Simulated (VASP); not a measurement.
Input of a VASP 6.6.1 run:

File INCAR:

```
SYSTEM = Al8H
ALGO = Normal ; DIPOL = 0.5 0.5 0.295
EDIFF = 1E-6 ; ENCUT = 520
GGA = PE ; IDIPOL = 3
ISIF = 2 ; ISMEAR = 0
LASPH = .True. ; LCHARG = .True.
LDIPOL = .True. ; LELF = .True.
LREAL = Auto ; LVACPOTAV = .True.
LVHAR = .True. ; LWAVE = .False.
NBANDS = 40 ; NELM = 60
PREC = Accurate ; SIGMA = 0.1
```

KPOINTS

```
k-points
0
Gamma
  5 4 1
  0 0 0
```

Contents of POSCAR:

```
Al8H
1.0
    5.7143028096      0.0000000000      0.0000000000
    0.0000000000      8.0812445328      0.0000000000
    0.0000000000      0.0000000000     22.2437981863
Al H
16 2
Direct
    0.2500000000      0.2500000000      0.1798254042
    0.2500000000      0.7500000000      0.1798254042
    0.7500000000      0.2500000000      0.1798254042
    0.7500000000      0.7500000000      0.1798254042
    0.0000000000      0.0000000000      0.2440489550
    0.0000000000      0.5000000000      0.2440489550
    0.5000000000      0.0000000000      0.2440489550
    0.5000000000      0.5000000000      0.2440489550
    0.2500000000      0.2500000000      0.3102692916
    0.2500000000      0.7500000000      0.3102692916
    0.7500000000      0.2500000000      0.3102692916
    0.7500000000      0.7500000000      0.3102692916
    0.0000000000      0.0000000000      0.3706110853
    0.0000000000      0.5000000000      0.3706110853
    0.5000000000      0.0000000000      0.3706110853
    0.5000000000      0.5000000000      0.3706110853
    0.7500000000     -0.0464037437      0.4483855726
    0.7500000000      0.0464037437      0.4483855726
```

Potentials or basis: VASP PAW PBE potentials, release 64 (Al, H).

Run with:

```sh
$ cat potpaw_PBE.64/Al/POTCAR potpaw_PBE.64/H/POTCAR > POTCAR
$ mpirun -np 1 vasp_std > vasp.out
```

(1) Estimate the band gap on the k mesh.

(2) Predict the largest force.

Answers

(1) zero (bands 25 and 26 overlap by 0.65 eV).

(2) 0.952 eV/Å.
